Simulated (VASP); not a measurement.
# CuI (F-43m) in VASP: a series of runs, part 2 of 2

VASP 6.6.1. Earlier steps stand in the parts before.

**4. Single point, HSE06**

The input, POSCAR:

```
CuI
1.0
    0.0000000000      3.0315000000      3.0315000000
    3.0315000000      0.0000000000      3.0315000000
    3.0315000000      3.0315000000      0.0000000000
Cu I
1 1
Direct
    0.7500000000      0.7500000000      0.7500000000
    0.0000000000      0.0000000000      0.0000000000
```

The input, INCAR.step1:

```
SYSTEM = CuI
  PREC = Accurate
  ENCUT = 520
  EDIFF = 1E-5
  ISMEAR = 0
  SIGMA = 0.01
  LREAL = .False.
  LASPH = .True.
  NELM = 120
  ALGO = Normal
  ISIF = 2
  LWAVE = .True.
  GGA = PE
  NBANDS = 16
  GGA_COMPAT = .False.
```

The input, INCAR.step2:

```
SYSTEM = CuI
  PREC = Accurate
  ENCUT = 520
  EDIFF = 1E-6
  ISMEAR = 0
  SIGMA = 0.01
  LREAL = .False.
  LASPH = .True.
  NELM = 120
  ALGO = Normal
  ISIF = 2
  LWAVE = .False.
  LCHARG = .True.
  GGA = PE
  LHFCALC = .True.
  HFSCREEN = 0.2079
  PRECFOCK = Normal
  LELF = .True.
  LVHAR = .True.
  ISTART = 1
  NBANDS = 16
  GGA_COMPAT = .False.
```

The input, KPOINTS:

```
Automatic mesh
0
Gamma
  2 2 2
  0 0 0
```

Potentials or basis: VASP PAW PBE potentials, release 64 (Cu, I).

Command:

```
$ cat potpaw_PBE.64/Cu/POTCAR potpaw_PBE.64/I/POTCAR > POTCAR
$ cp INCAR.step1 INCAR
$ mpirun -np 1 vasp_std > vasp.out
$ cp INCAR.step2 INCAR
$ mpirun -np 1 vasp_std > vasp.out
```

OUTCAR:

```text
SYSTEM = CuI
   PREC = Accurate
   ENCUT = 520
   EDIFF = 1E-6
   ISMEAR = 0
   LREAL = .False.
   LASPH = .True.
   NELM = 120
   ISIF = 2
   GGA = PE
   LHFCALC = .True.
   HFSCREEN = 0.2079
   PRECFOCK = Normal
   ISTART = 1

 ion  position               nearest neighbor table
   1  0.750  0.750  0.750-   2 2.63   2 2.63   2 2.63   2 2.63
   2  0.000  0.000  0.000-   1 2.63   1 2.63   1 2.63   1 2.63

  LATTYP: Found a face centered cubic cell.
 ALAT       =     6.0630000000

  Lattice vectors:

 A1 = (   0.0000000000,   3.0315000000,   3.0315000000)
 A2 = (   3.0315000000,   0.0000000000,   3.0315000000)
 A3 = (   3.0315000000,   3.0315000000,   0.0000000000)

Analysis of symmetry for initial positions (statically):
=====================================================================
 Subroutine PRICEL returns:
 Original cell was already a primitive cell.

 Routine SETGRP: Setting up the symmetry group for a
 face centered cubic supercell.

 Subroutine GETGRP returns: Found 24 space group operations
 (whereof 24 operations were pure point group operations)
 out of a pool of 48 trial point group operations.

The static configuration has the point symmetry T_d .

Analysis of symmetry for dynamics (positions and initial velocities):
=====================================================================
 Subroutine PRICEL returns:
 Original cell was already a primitive cell.

 Routine SETGRP: Setting up the symmetry group for a
 face centered cubic supercell.

 Subroutine GETGRP returns: Found 24 space group operations
 (whereof 24 operations were pure point group operations)
 out of a pool of 48 trial point group operations.

The dynamic configuration has the point symmetry T_d .

 Subroutine INISYM returns: Found 24 space group operations
 (whereof 24 operations are pure point group operations),
 and found     1 'primitive' translations

[... 96 lines left out ...]
   LORBIT       =      0    0 simple, 1 ext, 2 COOP (PROOUT), +10 PAW based schemes
   GGA     = PE    functional components
   LHFCALC =     T    Hartree Fock is set to
   PRECFOCK=normal    Normal, Fast or Accurate (Low or Medium for compatibility)
   ENCUT4O =  -1.0   cutoff for four orbital integrals eV
   NKREDX  =     1    reduce k-point grid by
   NKREDY  =     1    reduce k-point grid by
   NKREDZ  =     1    reduce k-point grid by
   AEXX    =    0.2500 exact exchange contribution
   HFSCREEN=    0.2079 screening length (either q_TF or 0.3 A-1)
   HFSCREENC=   0.2079 screening length for correlation (either q_TF or 0.3 A-1)
   ENCUTFOCK=  -1.0 apply spherical cutoff to Coloumb kernel
   IVDW    =     0    specifies the selected vdW correction
   LEPSILON=     F    determine dielectric tensor
   LRPA    =     F    only Hartree local field effects (RPA)
 non-spin polarized calculation
 Gauss-broadening in eV      SIGMA  =   0.01
  energy-cutoff  :      520.00
  volume of cell :       55.72
 maximum number of plane-waves:      1524
 NGX is ok and might be reduce to    32
  NGX = 24; NGY = 24; NGZ = 24

 number of electron      18.0000015 magnetization

 Free energy of the ion-electron system (eV)
  ---------------------------------------------------
  ext. energy  EPLUGINS =         0.00000000
  ---------------------------------------------------
  free energy    TOTEN  =        -5.72726724 eV

  energy without entropy =       -5.72726724  energy(sigma->0) =       -5.72726724

 E-fermi :   3.5685     XC(G=0):  -7.3293

 val. band max:        3.4667137957   @ k =   0.0000   0.0000   0.0000
 cond. band min:       6.2732282927   @ k =   0.0000   0.0000   0.0000
 fundamental gap:      2.8065144970
 Fermi energy:         3.5684868667

 k-point     1 :       0.0000    0.0000    0.0000
  band No.  band energies     occupation
      1     -11.0025      2.00000
      2      -0.4948      2.00000
      3      -0.4948      2.00000
      4      -0.4948      2.00000
      5       0.9250      2.00000
      6       0.9250      2.00000
[... 34 lines left out ...]
      3      -0.2212      2.00000
      4      -0.2212      2.00000
      5       0.9138      2.00000
      6       1.0050      2.00000
[... 8 lines left out ...]
     15      16.4592      0.00000
     16      17.2586      0.00000

------------------------ aborting loop because EDIFF is reached ----------------------------------------

  FORCE on cell =-STRESS in cart. coord.  units (eV):
  Direction    XX          YY          ZZ          XY          YZ          ZX
  --------------------------------------------------------------------------------------
  -------------------------------------------------------------------------------------
  Total        1.6131928      1.6131928      1.6131928     -0.0000000     -0.0000000     -0.0000000
  in kB       46.3867715     46.3867715     46.3867715     -0.0000000     -0.0000000     -0.0000000
  external PRESSURE =      46.3867715 kB  Pullay stress =       0.0000000 kB

 VOLUME and BASIS-vectors are now :
 -----------------------------------------------------------------------------
  energy-cutoff  :      520.00
  volume of cell :       55.72
      direct lattice vectors                 reciprocal lattice vectors
     0.000000000  3.031500000  3.031500000    -0.164934851  0.164934851  0.164934851
     3.031500000  0.000000000  3.031500000     0.164934851 -0.164934851  0.164934851
     3.031500000  3.031500000  0.000000000     0.164934851  0.164934851 -0.164934851

 POSITION                                       TOTAL-FORCE (eV/Angst)
 -----------------------------------------------------------------------------------
      4.54725      4.54725      4.54725         0.000000     -0.000000     -0.000000
      0.00000      0.00000      0.00000        -0.000000      0.000000      0.000000
 -----------------------------------------------------------------------------------
    total drift:                               -0.000131     -0.000000     -0.000024

  FREE ENERGIE OF THE ION-ELECTRON SYSTEM (eV)
  ---------------------------------------------------
  free  energy   TOTEN  =        -5.7272672424 eV

  energy  without entropy=       -5.7272672424  energy(sigma->0) =       -5.72726724
```

OSZICAR.step1:

```text
N       E                     dE             d eps       ncg     rms          rms(c)
DAV:   1     0.939289263914E+02    0.93929E+02   -0.73561E+03    96   0.120E+03
DAV:   2     0.548619360799E+00   -0.93380E+02   -0.84983E+02   104   0.233E+02
DAV:   3    -0.483425719516E+01   -0.53829E+01   -0.53204E+01   136   0.585E+01
DAV:   4    -0.497535045941E+01   -0.14109E+00   -0.14104E+00   104   0.903E+00
DAV:   5    -0.498345579551E+01   -0.81053E-02   -0.81052E-02   160   0.236E+00    0.475E+00
DAV:   6    -0.490368379048E+01    0.79772E-01   -0.41171E+00    96   0.533E+01    0.358E+00
DAV:   7    -0.466951108073E+01    0.23417E+00   -0.99650E-01   104   0.311E+01    0.169E+00
DAV:   8    -0.467552809548E+01   -0.60170E-02   -0.88489E-02   144   0.473E+00    0.597E-01
DAV:   9    -0.467233318656E+01    0.31949E-02   -0.25929E-02   120   0.465E+00    0.960E-02
DAV:  10    -0.467291146913E+01   -0.57828E-03   -0.25230E-03   120   0.133E+00    0.645E-02
DAV:  11    -0.467287606943E+01    0.35400E-04   -0.53922E-04   136   0.580E-01    0.468E-02
DAV:  12    -0.467288997623E+01   -0.13907E-04   -0.63926E-05   120   0.153E-01    0.166E-02
DAV:  13    -0.467288794989E+01    0.20263E-05   -0.12179E-05    96   0.118E-01
   1 F= -.46728879E+01 E0= -.46728879E+01  d E =-.151161E-12
```

Wall time 52 s (1 thread of Intel Xeon Platinum 8259CL at 2.50GHz (Skylake/Cascade Lake), shared host); peak memory 0.28 GiB.

What came out:

```
Free energy            : -5.7273 eV
Pressure               : 4.6 GPa
Band gap on the k mesh : 2.81 eV
```

Levels at points of the mesh, in eV from the valence-band top:
```csv
k point,band 5,band 6,band 7,band 8,band 9,band 10,band 11,band 12,band 13,band 14
"(0.00, 0.00, 0.00)",-2.54,-2.54,0.00,0.00,0.00,2.81,6.42,6.42,6.42,10.01
"(0.50, 0.00, 0.00)",-2.52,-2.52,-2.48,-0.83,-0.83,3.77,6.92,6.92,8.95,10.95
"(0.50, 0.50, 0.00)",-2.55,-2.46,-2.33,-1.97,-1.97,4.03,4.42,11.06,11.66,11.66
```

Caveat: the k points lie up to 0.90 Å⁻¹ apart, too coarse for converged energies, forces and pressures; the PAW data sets were made with another functional, which shifts forces and pressure a little; spin-orbit coupling is left out, which moves the levels of the heavy elements.

**5. The runs side by side**

```csv
level,cutoff (eV),grid for exact exchange (PRECFOCK),share of exact exchange,screening parameter,gap on the mesh (eV),pressure (GPa)
PBE,600,-,-,-,1.19,5.0
B3LYP,520,Normal,0.2,-,3.16,7.0
HSE06,520,Normal,0.25,0.2079 1/Å,2.81,4.6
```

Alike in all rows: task single point; potentials or basis VASP PAW PBE potentials, release 64 (Cu, I); no spin polarisation; cell as given; k mesh 2 × 2 × 2; smearing gaussian 0.01 eV.

Caveats: all runs use coarse meshes; spin-orbit coupling is left out, which moves the levels of the heavy elements; the PAW data sets were made with another functional, which shifts forces and pressure a little (at least some runs).

Absolute energies hang on the potentials; compare differences alone.
